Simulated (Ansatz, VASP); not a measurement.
**One calculation of Sr, two programs**

File INCAR:

```
SYSTEM = Sr
PREC = Accurate ; ENCUT = 500
EDIFF = 1E-6 ; ISMEAR = 1
SIGMA = 0.023 ; LREAL = .FALSE.
LASPH = .TRUE. ; NELM = 120
ALGO = Normal ; ISIF = 2
LWAVE = .FALSE. ; LCHARG = .FALSE.
GGA = PE ; NBANDS = 17
GGA_COMPAT = .FALSE.
```

KPOINTS

```
Automatic mesh
0
G
  3 3 1
  0 0 0
```

Contents of POSCAR:

```
Sr
1.0
    4.3100002207      0.0000000000      0.0000000000
   -2.1550001104      3.7325696814      0.0000000000
    0.0000000000      0.0000000000      7.0500000000
Sr
2
Direct
    0.3333333333      0.6666666667      0.2500000000
    0.6666666667      0.3333333333      0.7500000000
```

Input for Ansatz:

```yaml
crystal:
  lattice:
    - [4.3100002207, 0.0, 0.0]
    - [-2.1550001104, 3.7325696814, 0.0]
    - [0.0, 0.0, 7.05]
  atoms:
    - { symbol: Sr, position: [0.3333333333, 0.6666666667, 0.25] }
    - { symbol: Sr, position: [0.6666666667, 0.3333333333, 0.75] }
basis:
  ecutwfc: 420
kpoints:
  mp_grid: { grid: [3, 3, 1] }
hamiltonian:
  xc: pbe
scf:
  occupations: { method: methfessel_paxton, width: 0.023 }
  max_iter: 30
  convergence: { dr2_threshold: "1e-4 eV" }
output:
  forces: true
  stress: true
  eigenvalues: true
```

Alike in both runs: task single point; functional PBE; k mesh 3 × 3 × 1; occupations methfessel-paxton of order 1, width 0.023 eV; no spin polarisation.

|  | VASP | Ansatz |
| --- | --- | --- |
| version | VASP 6.6.1 | Ansatz 0.2.0 |
| potentials or method | VASP PAW PBE potentials, release 64 (Sr_sv), cutoff 500 eV | scalar-relativistic, plane waves, PAW |
| valence electrons in the cell | 20 | 20 |

```tsv
	VASP	Ansatz	Ansatz less VASP
gap on the k mesh at the Fermi level (eV)	none	none	-
pressure (GPa)	0.0	0.0	+0.05
traceless stress, the component that is largest in VASP (GPa)	-1.68	-1.59	+0.088
```

A gap of «none» marks a metal or a gap that the smearing closes. The functional is the same, so the differences come from potentials, cutoffs and numerics. Ansatz's warnings: force scf threshold loose, stress scf threshold loose.

The k mesh is coarse, so the values compare programs but aren't converged.
